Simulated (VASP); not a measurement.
# Ga4CN4 in VASP: further runs

Ga4CN4 is run at these levels: PBE; tasks: single point.

Program: VASP 6.6.1. These are calculated values, not measurements. Logs are shortened: lines on timing, memory, paths and dates and some standing lists are left out, and cuts for length are marked.

## Step 1: The cell of the first run

The cell holds a slab with vacuum, 9 atoms: a = 3.219 Å, b = 5.243 Å, c = 19.191 Å, α = 90.00°, β = 90.00°, γ = 90.00°.

## Step 2: Single point, PBE, collinear spin

Contents of INCAR:

```
SYSTEM = Ga4CN4
PREC     = Accurate       ! precision mode
ENCUT    = 520            ! plane-wave cutoff, eV
EDIFF    = 1E-7           ! SCF threshold, eV
ISMEAR   = 0              ! smearing method
SIGMA    = 0.05           ! smearing width, eV
LREAL    = .False.        ! projectors in reciprocal space
LASPH    = .True.         ! aspherical terms in the spheres
NELM     = 150            ! most SCF steps
ALGO     = Normal         ! electronic algorithm
ISIF     = 2              ! what is computed and relaxed
LWAVE    = .False.        ! write WAVECAR
LCHARG   = .False.        ! write CHGCAR
ISPIN    = 2              ! spin polarisation
MAGMOM   = 0 0 0 0 0 0 0 0 2 ! initial moments
LORBIT   = 11             ! projections on sites
LDIPOL   = .True.       
IDIPOL   = 3            
DIPOL    = 0.5 0.5 0.326
GGA      = PE             ! functional
NBANDS   = 52             ! bands
KPAR     = 4
```

Contents of KPOINTS:

```
regular mesh
0
Gamma
  8 5 1
  0 0 0
```

Contents of POSCAR:

```
Ga4CN4
1.0
    3.2186527183      0.0000000000      0.0000000000
    0.0000000000      5.2434880756      0.0000000000
    0.0000000000      0.0000000000     19.1910778357
Ga N C
4 4 1
Direct
    0.0000000000      0.0008659247      0.2084301900
    0.5000000000      0.5008659247      0.2568456576
    0.5000000000      0.9918618151      0.3610150165
    0.0000000000      0.4623164221      0.3897090822
    0.0000000000      0.6241340753      0.2084301900
    0.5000000000      0.1241340753      0.2568456576
    0.5000000000      0.6214454689      0.3602829978
    0.0000000000      0.1155219640      0.4007632037
    0.3333333333      0.4488552974      0.4882881246
```

Potentials or basis: VASP PAW PBE potentials, release 64 (Ga_d, N, C).

The run is started by

```console
cat potpaw_PBE.64/Ga_d/POTCAR potpaw_PBE.64/N/POTCAR potpaw_PBE.64/C/POTCAR > POTCAR
mpirun -np 4 vasp_std > vasp.out
```

OUTCAR:

```text
SYSTEM = Ga4CN4
   PREC = Accurate
   ENCUT = 520
   EDIFF = 1E-7
   ISMEAR = 0
   LREAL = .False.
   LASPH = .True.
   NELM = 150
   ISIF = 2
   ISPIN = 2
   LORBIT = 11
   GGA = PE

 ion  position               nearest neighbor table
   1  0.000  0.001  0.208-   6 1.97   6 1.97   5 1.98
   2  0.500  0.501  0.257-   5 1.97   5 1.97   6 1.98   7 2.08
   3  0.500  0.992  0.361-   8 1.90   8 1.90   7 1.94   6 2.12
   4  0.000  0.462  0.390-   8 1.83   7 1.90   7 1.90   9 2.18
   5  0.000  0.624  0.208-   2 1.97   2 1.97   1 1.98
   6  0.500  0.124  0.257-   1 1.97   1 1.97   2 1.98   3 2.12
   7  0.500  0.621  0.360-   4 1.90   4 1.90   3 1.94   2 2.08
   8  0.000  0.116  0.401-   4 1.83   3 1.90   3 1.90
   9  0.333  0.449  0.488-   4 2.18

  LATTYP: Found a simple orthorhombic cell.
 ALAT       =     3.2186527183
 B/A-ratio  =     1.6290940758
 C/A-ratio  =     5.9624568151

  Lattice vectors:

 A1 = (   3.2186527183,   0.0000000000,   0.0000000000)
 A2 = (   0.0000000000,   5.2434880756,   0.0000000000)
 A3 = (   0.0000000000,   0.0000000000,  19.1910778357)

Analysis of symmetry for initial positions (statically):
=====================================================================
 Subroutine PRICEL returns:
 Original cell was already a primitive cell.

 Routine SETGRP: Setting up the symmetry group for a
 simple orthorhombic supercell.

 Subroutine GETGRP returns: Found  1 space group operations
 (whereof  1 operations were pure point group operations)
 out of a pool of  8 trial point group operations.

The static configuration has the point symmetry C_1 .

Analysis of symmetry for dynamics (positions and initial velocities):
=====================================================================
 Subroutine PRICEL returns:
 Original cell was already a primitive cell.

 Routine SETGRP: Setting up the symmetry group for a
 simple orthorhombic supercell.

 Subroutine GETGRP returns: Found  1 space group operations
 (whereof  1 operations were pure point group operations)
 out of a pool of  8 trial point group operations.

The dynamic configuration has the point symmetry C_1 .

Analysis of structural, dynamic, and magnetic symmetry:
=====================================================================
 Subroutine PRICEL returns:
 Original cell was already a primitive cell.

 Routine SETGRP: Setting up the symmetry group for a
 simple orthorhombic supercell.

 Subroutine GETGRP returns: Found  1 space group operations
 (whereof  1 operations were pure point group operations)
[... 166 lines left out ...]

 val. band max:       -1.9976956806   @ k =   0.2500  -0.4000   0.0000
 cond. band min:      -1.9779720517   @ k =   0.1250  -0.2000   0.0000
 fundamental gap:      0.0197236289
 Fermi energy:        -1.9940611714

 spin component 1

 k-point     1 :       0.0000    0.0000    0.0000
  band No.  band energies     occupation
      1     -18.2901      1.00000
      2     -17.6795      1.00000
      3     -17.4867      1.00000
      4     -16.9035      1.00000
      5     -16.4512      1.00000
      6     -16.3596      1.00000
[... 1102 lines left out ...]
     49       5.7344      0.00000
     50       6.3433      0.00000
 Fermi energy:        -1.9940611714

 spin component 2

 k-point     1 :       0.0000    0.0000    0.0000
  band No.  band energies     occupation
      1     -18.2412      1.00000
      2     -17.6736      1.00000
      3     -17.5031      1.00000
      4     -16.9015      1.00000
      5     -16.4497      1.00000
      6     -16.3582      1.00000
[... 1102 lines left out ...]
     49       5.7594      0.00000
     50       6.3895      0.00000
 [bands above 50 left out]

------------------------ aborting loop because EDIFF is reached ----------------------------------------

 vacuum level on the upper side and lower side of the slab       (xc-potential included)         0.563        -0.768

  FORCE on cell =-STRESS in cart. coord.  units (eV):
  Direction    XX          YY          ZZ          XY          YZ          ZX
  --------------------------------------------------------------------------------------
  -------------------------------------------------------------------------------------
  Total       -0.0552757      0.4702777     -2.0741429     -0.2993379      0.0337638     -0.8815427
  in kB       -0.2734330      2.3263295    -10.2601919     -1.4807388      0.1670197     -4.3607395
  external PRESSURE =      -2.7357651 kB  Pullay stress =       0.0000000 kB

 VOLUME and BASIS-vectors are now :
 -----------------------------------------------------------------------------
  energy-cutoff  :      520.00
  volume of cell :      323.89
      direct lattice vectors                 reciprocal lattice vectors
     3.218652718  0.000000000  0.000000000     0.310689002  0.000000000  0.000000000
     0.000000000  5.243488076  0.000000000     0.000000000  0.190712744  0.000000000
     0.000000000  0.000000000 19.191077836     0.000000000  0.000000000  0.052107548

 POSITION                                       TOTAL-FORCE (eV/Angst)
 -----------------------------------------------------------------------------------
      0.00000      0.00454      4.00000        -0.017851     -1.684825      1.798108
      1.60933      2.62628      4.92915         0.007392      1.007236     -1.465684
      1.60933      5.20082      6.92827        -0.125971     -0.397117      0.100948
      0.00000      2.42415      7.47894        -0.243236      1.003333      1.383651
      0.00000      3.27264      4.00000         0.005523      0.560160      0.617719
      1.60933      0.65090      4.92915         0.057198      0.261952     -0.771474
      1.60933      3.25854      6.91422         0.319727      0.193180     -1.322700
      0.00000      0.60574      7.69108         0.383106     -0.613768     -0.379244
      1.07288      2.35357      9.37078        -0.385888     -0.330151      0.038676
 -----------------------------------------------------------------------------------
    total drift:                                0.000053      0.002400     -0.000033

  FREE ENERGIE OF THE ION-ELECTRON SYSTEM (eV)
  ---------------------------------------------------
  free  energy   TOTEN  =       -47.3079591876 eV

  energy  without entropy=      -47.3041194319  energy(sigma->0) =      -47.30603931

 vacuum level on the upper side and lower side of the slab         4.063         2.701

 total charge

# of ion       s       p       d       tot
------------------------------------------
    1        0.843   0.710  10.086  11.639
    2        0.792   0.824  10.140  11.756
    3        0.792   0.867  10.167  11.827
    4        0.820   0.941  10.194  11.954
    5        1.249   2.370   0.000   3.619
    6        1.249   2.428   0.000   3.676
    7        1.242   2.488   0.000   3.730
    8        1.250   2.449   0.000   3.700
    9        1.038   0.987   0.000   2.025
--------------------------------------------------
tot          9.275  14.065  40.587  63.927

 magnetization (x)

# of ion       s       p       d       tot
------------------------------------------
    1        0.001   0.003  -0.000   0.004
    2        0.002   0.005   0.002   0.009
    3        0.004  -0.001  -0.001   0.002
    4       -0.004   0.021   0.022   0.038
    5       -0.000   0.001   0.000   0.001
    6        0.001  -0.004   0.000  -0.003
    7        0.009   0.054   0.000   0.063
    8       -0.003  -0.045   0.000  -0.048
    9        0.026   0.588   0.000   0.614
--------------------------------------------------
tot          0.036   0.622   0.022   0.680
```

OSZICAR:

```text
N       E                     dE             d eps       ncg     rms          rms(c)
DAV:   1     0.790445288912E+03    0.79045E+03   -0.34562E+04  4688   0.171E+03
DAV:   2     0.103040332468E+03   -0.68740E+03   -0.64285E+03  5212   0.489E+02
DAV:   3    -0.417928372614E+02   -0.14483E+03   -0.14102E+03  5496   0.181E+02
[... 36 lines left out ...]
DAV:  40    -0.473079550294E+02   -0.78477E-05   -0.89777E-07  4008   0.412E-03    0.106E-03
DAV:  41    -0.473079577809E+02   -0.27515E-05   -0.16503E-07  3820   0.208E-03    0.897E-04
DAV:  42    -0.473079585668E+02   -0.78588E-06   -0.42592E-08  3588   0.119E-03    0.439E-04
DAV:  43    -0.473079589336E+02   -0.36683E-06   -0.30321E-08  3468   0.112E-03    0.118E-04
DAV:  44    -0.473079591044E+02   -0.17085E-06   -0.84708E-09  3436   0.562E-04    0.187E-04
DAV:  45    -0.473079591876E+02   -0.83117E-07   -0.48491E-09  3292   0.497E-04
   1 F= -.47307959E+02 E0= -.47306039E+02  d E =-.383976E-02  mag=     1.2501
```

Run time: 9.3 min. Hardware: 4 MPI ranks of Intel Xeon Platinum 8259CL at 2.50GHz (Skylake/Cascade Lake), shared host; peak memory 0.81 GiB.

Results:

| Item | Value |
| --- | --- |
| Free energy | -47.3080 eV |
| Largest force | 2.464 eV/Å |
| Net moment | 1.25 μB per cell |
| Site moments | Ga +0.00, +0.01, +0.04 (each value once); N +0.00, -0.00, +0.06, -0.05; C +0.61 μB |
| Valence electrons inside the program's atomic spheres | Ga 11.64, 11.76, 11.83, 11.95; N 3.62, 3.68, 3.73, 3.70; C 2.02 |

Forces in eV/Å, atoms in the order of the input:
```
Ga  -0.018 -1.685  1.798
Ga   0.007  1.007 -1.466
Ga  -0.126 -0.397  0.101
Ga  -0.243  1.003  1.384
N    0.006  0.560  0.618
N    0.057  0.262 -0.771
N    0.320  0.193 -1.323
N    0.383 -0.614 -0.379
C   -0.386 -0.330  0.039
```

## Step 3: Single point, PBE, collinear spin

Contents of INCAR:

```
SYSTEM = Ga4CN4
ALGO = Normal
DIPOL = 0.5 0.5 0.326
EDIFF = 1E-6
ENCUT = 520
GGA = PE
IDIPOL = 3
ISIF = 2
ISMEAR = 0
ISPIN = 2
KPAR = 4
LASPH = .True.
LCHARG = .False.
LDIPOL = .True.
LORBIT = 11
LREAL = .False.
LWAVE = .False.
MAGMOM = 0 0 0 0 0 0 0 0 2
NBANDS = 52
NELM = 150
PREC = Accurate
SIGMA = 0.05
```

Contents of KPOINTS:

```
k-points
0
Gamma
  8 5 1
  0 0 0
```

Changes to POSCAR since step 2:

```diff
@@ -16,2 +16,2 @@
     0.0000000000      0.1155219640      0.4007632037
-    0.3333333333      0.4488552974      0.4882881246
+    0.1666666667      0.6155219640      0.4904075093
```

Potentials or basis: VASP PAW PBE potentials, release 64 (Ga_d, N, C).

The run is started by

```console
cat potpaw_PBE.64/Ga_d/POTCAR potpaw_PBE.64/N/POTCAR potpaw_PBE.64/C/POTCAR > POTCAR
mpirun -np 4 vasp_std > vasp.out
```

OUTCAR:

```text
SYSTEM = Ga4CN4
   EDIFF = 1E-6
   ENCUT = 520
   GGA = PE
   ISIF = 2
   ISMEAR = 0
   ISPIN = 2
   LASPH = .True.
   LORBIT = 11
   LREAL = .False.
   NELM = 150
   PREC = Accurate

 ion  position               nearest neighbor table
   1  0.000  0.001  0.208-   6 1.97   6 1.97   5 1.98
   2  0.500  0.501  0.257-   5 1.97   5 1.97   6 1.98   7 2.08
   3  0.500  0.992  0.361-   8 1.90   8 1.90   7 1.94   6 2.12
   4  0.000  0.462  0.390-   8 1.83   7 1.90   7 1.90   9 2.16
   5  0.000  0.624  0.208-   2 1.97   2 1.97   1 1.98
   6  0.500  0.124  0.257-   1 1.97   1 1.97   2 1.98   3 2.12
   7  0.500  0.621  0.360-   4 1.90   4 1.90   3 1.94   2 2.08
   8  0.000  0.116  0.401-   4 1.83   3 1.90   3 1.90
   9  0.167  0.616  0.490-   4 2.16

  LATTYP: Found a simple orthorhombic cell.
 ALAT       =     3.2186527183
 B/A-ratio  =     1.6290940758
 C/A-ratio  =     5.9624568151

  Lattice vectors:

 A1 = (   3.2186527183,   0.0000000000,   0.0000000000)
 A2 = (   0.0000000000,   5.2434880756,   0.0000000000)
 A3 = (   0.0000000000,   0.0000000000,  19.1910778357)

Analysis of symmetry for initial positions (statically):
=====================================================================
[... 2457 lines left out ...]
     3.218652718  0.000000000  0.000000000     0.310689002  0.000000000  0.000000000
     0.000000000  5.243488076  0.000000000     0.000000000  0.190712744  0.000000000
     0.000000000  0.000000000 19.191077836     0.000000000  0.000000000  0.052107548

 POSITION                                       TOTAL-FORCE (eV/Angst)
 -----------------------------------------------------------------------------------
      0.00000      0.00454      4.00000         0.001608     -1.558563      1.860864
      1.60933      2.62628      4.92915        -0.004029      0.856616     -1.489433
      1.60933      5.20082      6.92827         0.016585     -0.167223      0.249182
      0.00000      2.42415      7.47894        -0.086962      0.386317      1.338452
      0.00000      3.27264      4.00000        -0.022290      0.556015      0.668681
      1.60933      0.65090      4.92915         0.001756      0.222081     -1.007218
      1.60933      3.25854      6.91422         0.220368      0.085198     -1.006305
      0.00000      0.60574      7.69108        -0.008271     -0.559862     -0.617302
      0.53644      3.22748      9.41145        -0.118764      0.179420      0.003080
 -----------------------------------------------------------------------------------
    total drift:                                0.000032      0.002334      0.000096

  FREE ENERGIE OF THE ION-ELECTRON SYSTEM (eV)
  ---------------------------------------------------
  free  energy   TOTEN  =       -47.3937825665 eV

  energy  without entropy=      -47.3916878982  energy(sigma->0) =      -47.39273523

 vacuum level on the upper side and lower side of the slab         3.917         2.730

 total charge

# of ion       s       p       d       tot
------------------------------------------
    1        0.845   0.711  10.085  11.642
    2        0.792   0.821  10.140  11.753
    3        0.794   0.872  10.170  11.836
    4        0.826   0.945  10.189  11.959
    5        1.250   2.368   0.000   3.619
    6        1.250   2.426   0.000   3.676
    7        1.243   2.486   0.000   3.729
    8        1.246   2.458   0.000   3.704
    9        1.024   1.014   0.000   2.039
--------------------------------------------------
tot          9.271  14.102  40.584  63.957

 magnetization (x)

# of ion       s       p       d       tot
------------------------------------------
    1        0.002   0.002  -0.000   0.004
    2        0.002   0.004   0.001   0.007
    3        0.002   0.005   0.002   0.010
    4       -0.002   0.041   0.030   0.069
    5       -0.000  -0.010   0.000  -0.010
    6        0.001   0.000   0.000   0.001
    7        0.007   0.049   0.000   0.056
    8        0.005   0.022   0.000   0.027
    9        0.043   0.876   0.000   0.920
--------------------------------------------------
tot          0.060   0.990   0.033   1.083
```

Wall time 11 min (4 MPI ranks of Oxide Virtual Turin-like, shared host); peak memory 0.78 GiB.

Results:

- Free energy: -47.3938 eV
- Largest force: 2.427 eV/Å
- Band gap on the k mesh: 0.08 eV (least direct gap 0.19 eV)
- Net moment: 2.00 μB per cell
- Site moments: Ga +0.00, +0.01, +0.07 (each value once); N -0.01, +0.00, +0.06, +0.03; C +0.92 μB
- Valence electrons inside the program's atomic spheres: Ga 11.64, 11.75, 11.84, 11.96; N 3.62, 3.68, 3.73, 3.70; C 2.04

Forces on the atoms (eV/Å):
```
Ga   0.002 -1.559  1.861
Ga  -0.004  0.857 -1.489
Ga   0.017 -0.167  0.249
Ga  -0.087  0.386  1.338
N   -0.022  0.556  0.669
N    0.002  0.222 -1.007
N    0.220  0.085 -1.006
N   -0.008 -0.560 -0.617
C   -0.119  0.179  0.003
```
